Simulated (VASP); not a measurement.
Wanted: the native input for a VASP 6.6.1 run.

- Task: single point
- Functional: PBE
- Potentials or basis: VASP PAW PBE potentials, release 64 (Se, Zn)
- Cutoff: 520 eV
- k mesh: 8 × 8 × 8
- Occupations: gaussian, width 0.018 eV
- Spin: no spin polarisation
- Dipole correction: no
- Further INCAR settings: ALGO = Normal; EDIFF = 1e-06; NBANDS = 16

The structure of ZnSe (Stilleite) lies in POSCAR:

```
ZnSe
1.0
    0.0000000000      2.8338000000      2.8338000000
    2.8338000000      0.0000000000      2.8338000000
    2.8338000000      2.8338000000      0.0000000000
Se Zn
1 1
Direct
    0.7500000000      0.7500000000      0.7500000000
    0.0000000000      0.0000000000      0.0000000000
```

The input as run:

INCAR

```
PREC = Accurate
ENCUT = 520
EDIFF = 1E-6
ISMEAR = 0
SIGMA = 0.018000000000000002
LREAL = False
LASPH = True
NELM = 100
ALGO = Normal
ISIF = 2
LWAVE = False
LCHARG = False
GGA = PE
NBANDS = 16
```

KPOINTS

```
Automatic mesh
0
Gamma
  8 8 8
```

Potentials or basis: VASP PAW PBE potentials, release 64 (Se, Zn).

Run with:

```console
$ cat potpaw_PBE.64/Se/POTCAR potpaw_PBE.64/Zn/POTCAR > POTCAR
$ mpirun -np 1 vasp_std > vasp.out
```

It gave:

- Pressure: 2.3 GPa
- Band gap on the k mesh: 1.29 eV, direct

It took 30 s on 1 thread of Intel(R) Xeon(R) Platinum 8375C CPU @ 2.90GHz (Ice Lake), on a shared host, peak memory 0.17 GiB.
